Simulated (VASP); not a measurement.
# GaP: single point with LDA

Crystal: GaP.

```
CELL_PARAMETERS angstrom
0.00000 -2.72525 -2.72525
0.00000 2.72525 -2.72525
5.45050 0.00000 0.00000
ATOMIC_POSITIONS crystal
Ga 0.50000 0.50000 0.50000
Ga 0.00000 0.00000 0.00000
P 0.00000 0.50000 0.25000
P 0.50000 0.00000 0.75000
```

```yaml
Program: VASP 6.6.1
Task: single point
Functional: LDA
Potentials_or_basis: VASP PAW LDA potentials, release 64 (Ga_d, P)
Cutoff: 520 eV
k_mesh: 8 × 8 × 6
Occupations: gaussian, width 0.05 eV
Spin: no spin polarisation
```

```yaml
Pressure: -2.6 GPa
Band_gap_on_the_k_mesh: 1.44 eV
```

Levels at points of the mesh, in eV from the valence-band top:
| k point | band 15 | band 16 | band 17 | band 18 | band 19 | band 20 | band 21 | band 22 |
| --- | --- | --- | --- | --- | --- | --- | --- | --- |
| (0.00, 0.00, 0.00) | -2.71 | 0.00 | 0.00 | 0.00 | 1.50 | 1.64 | 1.68 | 3.79 |
| (0.50, 0.00, 0.00) | -3.45 | -3.45 | -1.22 | -1.22 | 3.04 | 3.04 | 5.58 | 5.58 |
| (0.50, 0.50, 0.00) | -2.71 | -2.71 | -2.71 | -2.71 | 1.50 | 1.50 | 1.68 | 1.68 |
| (0.00, 0.00, 0.50) | -1.70 | -1.70 | -1.70 | -1.70 | 2.05 | 2.05 | 3.58 | 3.58 |
| (0.50, 0.00, 0.50) | -1.13 | -1.13 | -1.13 | -1.13 | 1.52 | 1.52 | 4.63 | 4.63 |
| (0.50, 0.50, 0.50) | -3.62 | -3.62 | -3.47 | -3.47 | 4.59 | 4.59 | 4.78 | 4.78 |

Run time: 2.3 min on 1 thread of Intel(R) Xeon(R) Platinum 8488C (Sapphire Rapids) (shared host), peak memory 0.23 GiB.

A k mesh can miss the band edges.
